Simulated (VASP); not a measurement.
Input of a VASP 6.6.1 run:

File INCAR:

```
SYSTEM = NaHg3
ALGO = Normal
EDIFF = 1E-6
ENCUT = 520
GGA = PS
ISIF = 2
ISMEAR = 1
LASPH = .TRUE.
LCHARG = .FALSE.
LREAL = .FALSE.
LWAVE = .FALSE.
NBANDS = 30
NELM = 100
PREC = Accurate
SIGMA = 0.05
```

KPOINTS

```
k-points
0
G
  5 5 5
  0 0 0
```

POSCAR

```
NaHg3
1.0
    0.0000000000      3.6610780000      3.6610780000
    3.6610780000      0.0000000000      3.6610780000
    3.6610780000      3.6610780000      0.0000000000
Na Hg
1 3
Direct
    0.0000000000      0.0000000000      0.0000000000
    0.2500000000      0.2500000000      0.2500000000
    0.7500000000      0.7500000000      0.7500000000
    0.4726856407      0.4726856407      0.5273143593
```

Potentials or basis: VASP PAW PBE potentials, release 64 (Na_pv, Hg).

The run is started by

```console
$ cat potpaw_PBE.64/Na_pv/POTCAR potpaw_PBE.64/Hg/POTCAR > POTCAR
$ mpirun -np 1 vasp_std > vasp.out
```

(1) Predict the pressure.

(2) Estimate the largest force.

## Answers

(1) -0.7 GPa.

(2) 0.341 eV/Å.

Caveat: the PAW data sets were made with another functional, which shifts forces and pressure a little.
